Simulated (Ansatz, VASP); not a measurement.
**TiO2 in VASP and in Ansatz**

```
CELL_PARAMETERS angstrom
4.59400 0.00000 0.00000
0.00000 4.59400 0.00000
0.00000 0.00000 2.95900
ATOMIC_POSITIONS crystal
Ti 0.00000 0.00000 0.00000
Ti 0.50000 0.50000 0.50000
O 0.30428 0.30428 0.00000
O 0.19572 0.80428 0.50000
O 0.69572 0.69572 0.00000
O 0.80428 0.19572 0.50000
```

Alike in both runs: task electric field gradients; functional r2SCAN; k mesh 7 × 7 × 10; occupations fermi-dirac, width 0.02 eV; no spin polarisation.

```csv
,VASP,Ansatz
version,VASP 6.6.1,Ansatz 0.2.0
potentials or method,"VASP PAW PBE potentials, release 64 (Ti_sv, O)","plane-wave PAW, scalar-relativistic"
plane-wave cutoff (eV),520,500
valence electrons in the cell,48,48
```

VASP gave:

```
gap on the k mesh at the Fermi level (eV)                     : 2.21
pressure (GPa)                                                : 0.9
traceless stress, the component that is largest in VASP (GPa) : -0.04
rms of the force components (eV/Å)                            : 0.009
size of Vzz on the site where it differs most (V/Å²)          : 25.7
```

Question: Which values does Ansatz return?

Answer: gap on the k mesh at the Fermi level (eV): 2.20; pressure (GPa): -0.4; traceless stress, the component that is largest in VASP (GPa): -0.49; rms of the force components (eV/Å): 0.023; size of Vzz on the site where it differs most (V/Å²): 26.6.

VASP's potentials were made for PBE, not for r2SCAN. Atom by atom the forces differ by 0.015 eV/Å (rms over components).
